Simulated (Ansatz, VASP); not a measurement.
## CdSe: VASP beside Ansatz

The input INCAR:

```
PREC     = Accurate       # precision mode
ENCUT    = 600            # plane-wave cutoff, eV
EDIFF    = 1E-6           # SCF threshold, eV
ISMEAR   = -1             # smearing method
SIGMA    = 0.05           # smearing width, eV
LREAL    = False          # projectors in reciprocal space
LASPH    = True           # aspherical terms in the spheres
NELM     = 60             # most SCF steps
ALGO     = Normal         # electronic algorithm
ISIF     = 3              # what is computed and relaxed
LWAVE    = False          # write WAVECAR
LCHARG   = False          # write CHGCAR
GGA      = PS             # functional
IVDW     = 13             # dispersion correction
IBRION   = 2              # ionic algorithm
NSW      = 80             # ionic steps
EDIFFG   = -0.02          # ionic threshold
```

File KPOINTS:

```
Automatic mesh
0
Gamma
  8 8 8
```

POSCAR

```
CdSe
1.0
    0.0000000000      3.0702711986      3.0702711986
    3.0702711986      0.0000000000      3.0702711986
    3.0702711986      3.0702711986      0.0000000000
Cd Se
1 1
Direct
    0.0000000000      0.0000000000      0.0000000000
    0.2500000000      0.2500000000      0.2500000000
```

input.yaml

```yaml
crystal:
  lattice:
    - [0.0, 3.0702711986, 3.0702711986]
    - [3.0702711986, 0.0, 3.0702711986]
    - [3.0702711986, 3.0702711986, 0.0]
  atoms:
    - { symbol: Cd, position: [0.0, 0.0, 0.0] }
    - { symbol: Se, position: [0.25, 0.25, 0.25] }
kpoints:
  mp_grid: { grid: [8, 8, 8] }
scf:
  occupations: { method: fermi_dirac, width: 0.05 }
hamiltonian:
  xc: pbesol
  dispersion: d4
  pseudopotentials: { kind: all_electron, lapw: { basis_error: 0.001 } }
output:
  forces: true
  stress: true
relax:
  f_tol: 0.02
  max_steps: 60
  cell: {}
```

Alike in both runs: task relaxation of cell and atoms; functional PBEsol; dispersion D4; k mesh 8 × 8 × 8; occupations fermi-dirac, width 0.05 eV; no spin polarisation.

|  | VASP | Ansatz |
| --- | --- | --- |
| version | VASP 6.6.1 | Ansatz 0.2.0 |
| potentials or method | VASP PAW PBE potentials, release 64 (Cd, Se), cutoff 600 eV | all-electron LAPW, scalar-relativistic |

Ansatz gave:

- relaxed volume (Å³/atom): 27.58
- relaxed cell length with the largest relative difference (Å): 4.273

Question: Estimate VASP's values.

Answer: Relaxed volume (Å³/atom): 27.72; relaxed cell length with the largest relative difference (Å): 4.280.

VASP's potentials were made for PBE, not for PBEsol. Ansatz ran all-electron here, and VASP with PAW potentials.
